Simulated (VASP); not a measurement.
# Zn3Cd2S5 in VASP: further runs

Runs on Zn3Cd2S5. Level: PBE. Tasks: single point.

Everything below comes from runs of VASP 6.6.1. Logs are shortened: lines on timing, memory, paths and dates and some standing lists are left out, and cuts for length are marked.

### Step 1. The cell of the first run

Symmetry: I-4m2, No. 119, tetragonal system. Conventional cell: a = 3.962 Å, b = 3.962 Å, c = 28.481 Å, α = 90.00°, β = 90.00°, γ = 90.00°. Zn (site symmetry 2mm) has 4 S at 2.37 to 2.38 Å within 3.1 Å. Zn (site symmetry -4m2) has 4 S at 2.38 Å within 3.1 Å. Cd (site symmetry 2mm) has 4 S at 2.54 Å within 3.4 Å. S (site symmetry -4m2) has 4 Cd at 2.54 Å within 3.4 Å. S (site symmetry 2mm) has 2 Zn at 2.37 Å and 2 Cd at 2.54 Å within 3.1 Å. S (site symmetry 2mm) has 4 Zn at 2.38 Å within 3.1 Å.

### Step 2. Single point, PBE

INCAR reads:

```
PREC     = Accurate       # precision mode
ENCUT    = 520            # plane-wave cutoff, eV
EDIFF    = 1E-6           # SCF threshold, eV
ISMEAR   = 0              # smearing method
SIGMA    = 0.1            # smearing width, eV
LREAL    = F              # projectors in reciprocal space
LASPH    = T              # aspherical terms in the spheres
NELM     = 60             # most SCF steps
ALGO     = Normal         # electronic algorithm
ISIF     = 2              # what is computed and relaxed
LWAVE    = F              # write WAVECAR
LCHARG   = F              # write CHGCAR
GGA      = PE             # functional
NBANDS   = 56             # bands
```

KPOINTS reads:

```
Automatic mesh
0
Gamma
  4 4 4
```

POSCAR reads:

```
Zn3Cd2S5
1.0
    0.0000000000     -3.9622197536      0.0000000000
    3.9622197536      0.0000000000      0.0000000000
   -1.9811098768      1.9811098768     14.2405016992
Zn Cd S
3 2 5
Direct
    0.5923369399      0.5923369399      0.1846738798
    0.0000000000      0.0000000000      0.0000000000
    0.4076630601      0.4076630601      0.8153261202
    0.8057841213      0.8057841213      0.6115682426
    0.1942158787      0.1942158787      0.3884317574
    0.2500000000      0.7500000000      0.5000000000
    0.6381468443      0.1381468443      0.2762936886
    0.0461450269      0.5461450269      0.0922900538
    0.4538549731      0.9538549731      0.9077099462
    0.8618531557      0.3618531557      0.7237063114
```

Potentials or basis: VASP PAW PBE potentials, release 64 (Zn, Cd, S).

Command:

```console
cat potpaw_PBE.64/Zn/POTCAR potpaw_PBE.64/Cd/POTCAR potpaw_PBE.64/S/POTCAR > POTCAR
mpirun -np 1 vasp_std > vasp.out
```

OUTCAR:

```text
PREC = Accurate
   ENCUT = 520
   EDIFF = 1E-6
   ISMEAR = 0
   LREAL = F
   LASPH = T
   NELM = 60
   ISIF = 2
   GGA = PE

 ion  position               nearest neighbor table
   1  0.592  0.592  0.185-   7 2.37   7 2.37   8 2.38   8 2.38
   2  0.000  0.000  0.000-   8 2.38   8 2.38   9 2.38   9 2.38
   3  0.408  0.408  0.815-  10 2.37  10 2.37   9 2.38   9 2.38
   4  0.806  0.806  0.612-   6 2.54   6 2.54  10 2.54  10 2.54
   5  0.194  0.194  0.388-   6 2.54   6 2.54   7 2.54   7 2.54
   6  0.250  0.750  0.500-   4 2.54   5 2.54   5 2.54   4 2.54
   7  0.638  0.138  0.276-   1 2.37   1 2.37   5 2.54   5 2.54
   8  0.046  0.546  0.092-   2 2.38   2 2.38   1 2.38   1 2.38
   9  0.454  0.954  0.908-   2 2.38   2 2.38   3 2.38   3 2.38
  10  0.862  0.362  0.724-   3 2.37   3 2.37   4 2.54   4 2.54

  LATTYP: Found a body centered tetragonal cell.
 ALAT       =     3.9622197536
 C/A-ratio  =     7.1881433059

  Lattice vectors:

 A1 = (  -1.9811098768,  -1.9811098768, -14.2405016992)
 A2 = (   1.9811098768,   1.9811098768, -14.2405016992)
 A3 = (   1.9811098768,  -1.9811098768,  14.2405016992)

Analysis of symmetry for initial positions (statically):
=====================================================================
 Subroutine PRICEL returns:
 Original cell was already a primitive cell.

 Routine SETGRP: Setting up the symmetry group for a
 body centered tetragonal supercell.

 Subroutine GETGRP returns: Found  8 space group operations
 (whereof  8 operations were pure point group operations)
 out of a pool of 16 trial point group operations.

The static configuration has the point symmetry D_2d.

Analysis of symmetry for dynamics (positions and initial velocities):
=====================================================================
 Subroutine PRICEL returns:
 Original cell was already a primitive cell.

 Routine SETGRP: Setting up the symmetry group for a
 body centered tetragonal supercell.

 Subroutine GETGRP returns: Found  8 space group operations
 (whereof  8 operations were pure point group operations)
 out of a pool of 16 trial point group operations.

The dynamic configuration has the point symmetry D_2d.

 Subroutine INISYM returns: Found  8 space group operations
 (whereof  8 operations are pure point group operations),
 and found     1 'primitive' translations

----------------------------------------------------------------------------------------

                                     Primitive cell

  volume of cell :     223.5643

[... 102 lines left out ...]
   PSTRESS=    0.0 pullay stress
   NELECT =      90.0000    total number of electrons
   NUPDOWN=      -1.0000    fix difference up-down
   EMIN   =  10.00;   EMAX   =-10.00  energy-range for DOS
   EFERMI =   0.00;   METHOD = LEGACY
   ISMEAR =     0;   SIGMA  =   0.10  broadening in eV -4-tet -1-fermi 0-gaus
   EFERMI_NEDOS =   21; number of points for ismear=-14 and -15
   IALGO  =     38    algorithm
   IMIX   =      4    mixing-type and parameters
     AMIX     =   0.40;   BMIX     =  1.00
     AMIX_MAG =   1.60;   BMIX_MAG =  1.00
  volume/ion in A,a.u.               =      22.36       150.87
  Fermi-wavevector in a.u.,A,eV,Ry     =   1.208801  2.284303 19.880836  1.461200
  Thomas-Fermi vector in A             =   2.344398
   LORBIT       =      0    0 simple, 1 ext, 2 COOP (PROOUT), +10 PAW based schemes
   GGA     = PE    functional components
   LHFCALC =     F    Hartree Fock is set to
   AEXX    =    0.0000 exact exchange contribution
   IVDW    =     0    specifies the selected vdW correction
   LEPSILON=     F    determine dielectric tensor
   LRPA    =     F    only Hartree local field effects (RPA)
 non-spin polarized calculation
 Gauss-broadening in eV      SIGMA  =   0.10
  energy-cutoff  :      520.00
  volume of cell :      223.56
 maximum number of plane-waves:      6068
 NGX is ok and might be reduce to    30
   NGX = 15   NGY = 15   NGZ = 53

 number of electron      90.0000020 magnetization

 Free energy of the ion-electron system (eV)
  ---------------------------------------------------
  ext. energy  EPLUGINS =         0.00000000
  ---------------------------------------------------
  free energy    TOTEN  =       -32.62804401 eV

  energy without entropy =      -32.62804401  energy(sigma->0) =      -32.62804401

 E-fermi :   1.9976     XC(G=0):  -9.2945

 val. band max:        1.5556711953   @ k =   0.0000   0.0000   0.0000
 cond. band min:       3.0036955601   @ k =   0.0000   0.0000   0.0000
 fundamental gap:      1.4480243648
 Fermi energy:         1.9976444201

 k-point     1 :       0.0000    0.0000    0.0000
  band No.  band energies     occupation
      1     -11.1927      2.00000
      2     -10.8658      2.00000
      3     -10.6728      2.00000
      4     -10.3484      2.00000
      5     -10.2096      2.00000
      6      -6.1612      2.00000
[... 756 lines left out ...]
     55       7.6336      0.00000
     56       8.2862      0.00000

------------------------ aborting loop because EDIFF is reached ----------------------------------------

  FORCE on cell =-STRESS in cart. coord.  units (eV):
  Direction    XX          YY          ZZ          XY          YZ          ZX
  --------------------------------------------------------------------------------------
  -------------------------------------------------------------------------------------
  Total        0.5361214      0.5361214      0.2314214      0.0000000     -0.0000000      0.0000000
  in kB        3.8421235      3.8421235      1.6584852      0.0000000     -0.0000000      0.0000000
  external PRESSURE =       3.1142441 kB  Pullay stress =       0.0000000 kB

 VOLUME and BASIS-vectors are now :
 -----------------------------------------------------------------------------
  energy-cutoff  :      520.00
  volume of cell :      223.56
      direct lattice vectors                 reciprocal lattice vectors
     0.000000000 -3.962219754  0.000000000     0.000000000 -0.252383780  0.035111123
     3.962219754  0.000000000  0.000000000     0.252383780  0.000000000  0.035111123
    -1.981109877  1.981109877 14.240501699     0.000000000  0.000000000  0.070222245

 POSITION                                       TOTAL-FORCE (eV/Angst)
 -----------------------------------------------------------------------------------
      1.98111     -1.98111      2.62985         0.000000     -0.000000     -0.005926
      0.00000      0.00000      0.00000         0.000000      0.000000      0.000000
      0.00000      0.00000     11.61065        -0.000000      0.000000      0.005926
      1.98111     -1.98111      8.70904         0.000000      0.000000      0.002063
      0.00000      0.00000      5.53146         0.000000      0.000000     -0.002063
      1.98111      0.00000      7.12025         0.000000      0.000000      0.000000
      0.00000     -1.98111      3.93456        -0.000000      0.000000     -0.027204
      1.98111      0.00000      1.31426         0.000000     -0.000000     -0.000321
      1.98111      0.00000     12.92625        -0.000000      0.000000      0.000321
     -0.00000     -1.98111     10.30594         0.000000     -0.000000      0.027204
 -----------------------------------------------------------------------------------
    total drift:                               -0.000006     -0.000006      0.000000

  FREE ENERGIE OF THE ION-ELECTRON SYSTEM (eV)
  ---------------------------------------------------
  free  energy   TOTEN  =       -32.6280440128 eV

  energy  without entropy=      -32.6280440128  energy(sigma->0) =      -32.62804401
```

stdout:

```text
POSCAR found type information on POSCAR ZnCdS
 POSCAR found :  3 types and      10 ions
 scaLAPACK will be used
 LDA part: xc-table for (Slater+PW92), standard interpolation
 POSCAR, INCAR and KPOINTS ok, starting setup
 FFT: planning ... GRIDC
 FFT: planning ... GRID_SOFT
 FFT: planning ... GRID
 WAVECAR not read
 entering main loop
```

It took 91 s on 1 thread of Intel Xeon 6975P-C (Granite Rapids), shared host; peak memory 0.37 GiB.

Results:

| Item | Value |
| --- | --- |
| Free energy | -32.6280 eV |
| Pressure | 0.3 GPa |
| Largest force | 0.027 eV/Å |
| Band gap on the k mesh | 1.45 eV, direct |

Forces on the atoms (eV/Å):
```
Zn   0.000  0.000 -0.006
Zn   0.000  0.000  0.000
Zn   0.000  0.000  0.006
Cd   0.000  0.000  0.002
Cd   0.000  0.000 -0.002
S    0.000  0.000  0.000
S    0.000  0.000 -0.027
S    0.000  0.000  0.000
S    0.000  0.000  0.000
S    0.000  0.000  0.027
```

Stress tensor (GPa, compression positive):
```
0.38 0.00 0.00
0.00 0.38 0.00
0.00 0.00 0.17
```

A k mesh can miss the band edges.

### Step 3. Single point, PBE

This run uses another cell than the first one, of 21.00 Å³/atom, 0.939 times its volume.

INCAR reads:

```
SYSTEM = Zn3Cd2S5
  ALGO = Normal
  EDIFF = 1E-6
  ENCUT = 520
  GGA = PE
  ISIF = 2
  ISMEAR = 0
  LASPH = .TRUE.
  LCHARG = .FALSE.
  LREAL = .FALSE.
  LWAVE = .FALSE.
  NBANDS = 56
  NELM = 100
  PREC = Accurate
  SIGMA = 0.1
```

KPOINTS reads:

```
k-points
0
G
  6 6 6
  0 0 0
```

POSCAR reads:

```
Zn3Cd2S5
1.0
   -1.9508997000      1.9508997000     13.7949440500
    1.9508997000     -1.9508997000     13.7949440500
    1.9508997000      1.9508997000    -13.7949440500
Zn Cd S
3 2 5
Direct
    0.6000000000      0.6000000000      0.0000000000
    0.0000000000      0.0000000000      0.0000000000
    0.4000000000      0.4000000000      0.0000000000
    0.8000000000      0.8000000000      0.0000000000
    0.2000000000      0.2000000000      0.0000000000
    0.2500000000      0.7500000000      0.5000000000
    0.6500000000      0.1500000000      0.5000000000
    0.0500000000      0.5500000000      0.5000000000
    0.4500000000      0.9500000000      0.5000000000
    0.8500000000      0.3500000000      0.5000000000
```

Potentials or basis: VASP PAW PBE potentials, release 64 (Zn, Cd, S).

Command:

```console
cat potpaw_PBE.64/Zn/POTCAR potpaw_PBE.64/Cd/POTCAR potpaw_PBE.64/S/POTCAR > POTCAR
mpirun -np 1 vasp_std > vasp.out
```

Wall time 46 min (1 thread of Intel Xeon 6975P-C (Granite Rapids), shared host); peak memory 2.1 GiB.

The run converged. Its results:

```
Free energy            : -31.8033 eV
Pressure               : 6.3 GPa
Largest force          : 1.901 eV/Å
Band gap on the k mesh : 1.66 eV, direct
```

Forces on the atoms (eV/Å):
```
Zn   0.000  0.000 -0.072
Zn   0.000  0.000  0.000
Zn   0.000  0.000  0.072
Cd   0.000  0.000  0.096
Cd   0.000  0.000 -0.096
S    0.000  0.000  0.000
S    0.000  0.000 -1.901
S    0.000  0.000 -0.005
S    0.000  0.000  0.005
S    0.000  0.000  1.901
```

Levels at points of the mesh, in eV from the valence-band top:
| k point | band 43 | band 44 | band 45 | band 46 | band 47 | band 48 |
| --- | --- | --- | --- | --- | --- | --- |
| (0.00, 0.00, 0.00) | -0.03 | 0.00 | 0.00 | 1.66 | 3.45 | 3.56 |
| (0.50, 0.00, 0.00) | -0.91 | -0.82 | -0.78 | 3.09 | 3.50 | 3.70 |
| (0.50, 0.50, 0.00) | -2.38 | -2.25 | -2.25 | 3.37 | 3.86 | 3.96 |
| (0.50, 0.50, 0.50) | -0.44 | -0.15 | -0.15 | 2.50 | 2.51 | 3.36 |

Caveat: forces of over 1 eV/Å act on the atoms, so gaps and moduli don't describe the material at rest. A k mesh can miss the band edges.

[end of part 1 of 2]
